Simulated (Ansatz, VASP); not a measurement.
Given: the input of a run of Ansatz 0.2.0 on C.

The input input.yaml:

```yaml
crystal:
  lattice:
    - [2.1273203072, -1.22828244, 0.0]
    - [2.1273203072, 1.22828244, 0.0]
    - [-1.3790696309, 0.0, 3.5028300786]
  atoms:
    - { symbol: C, position: [0.16664447, 0.16664447, 0.99990696] }
    - { symbol: C, position: [0.83335553, 0.83335553, 9.304e-05] }
hamiltonian:
  xc: pbe
  pseudopotentials: { kind: paw }
kpoints:
  mp_grid: { grid: [13, 13, 8] }
scf:
  occupations: { method: gaussian, width: 0.018 }
output:
  forces: true
  stress: true
  eigenvalues: true
```

Potentials or basis: Ansatz PAW.

Command:

```sh
$ ansatz run input.yaml --threads 2 --pin off --max-ram 5632MiB --backend cpu --events-out ev --progress --plain --runs-dir out
```

Set up the same calculation for VASP 6.6.1. Potentials there: VASP PAW PBE potentials, release 64 (C).

As run (the cutoff follows the program's own potentials):

Contents of INCAR:

```
SYSTEM = C
PREC     = Accurate       ! precision mode
ENCUT    = 520            ! plane-wave cutoff, eV
EDIFF    = 1E-7           ! SCF threshold, eV
ISMEAR   = 0              ! smearing method
SIGMA    = 0.018000000000000002 ! smearing width, eV
LREAL    = .FALSE.        ! projectors in reciprocal space
LASPH    = .TRUE.         ! aspherical terms in the spheres
NELM     = 100            ! most SCF steps
ALGO     = Normal         ! electronic algorithm
ISIF     = 2              ! what is computed and relaxed
LWAVE    = .FALSE.        ! write WAVECAR
LCHARG   = .FALSE.        ! write CHGCAR
GGA      = PE             ! functional
NBANDS   = 11             ! bands
```

KPOINTS

```
regular mesh
0
G
  13 13 8
  0 0 0
```

File POSCAR:

```
C
1.0
    2.1273203072     -1.2282824400      0.0000000000
    2.1273203072      1.2282824400      0.0000000000
   -1.3790696309      0.0000000000      3.5028300786
C
2
Direct
    0.1666444700      0.1666444700      0.9999069600
    0.8333555300      0.8333555300      0.0000930400
```

Potentials or basis: VASP PAW PBE potentials, release 64 (C).

Command:

```sh
$ cat potpaw_PBE.64/C/POTCAR > POTCAR
$ mpirun -np 1 vasp_std > vasp.out
```

Both were run:

|  | VASP | Ansatz | Ansatz less VASP |
| --- | --- | --- | --- |
| gap on the k mesh at the Fermi level (eV) | 0.93 | 0.93 | 0.000 |
| least direct gap on the mesh (eV) | 0.94 | 0.94 | 0.000 |
| pressure (GPa) | 4.2 | 3.8 | -0.43 |
| traceless stress, the component that is largest in VASP (GPa) | -2.12 | -1.60 | +0.519 |

Noted on Ansatz's run: odd divisions of the mesh miss points on the zone boundary, where band edges often lie, so the gap on the mesh can be too wide.
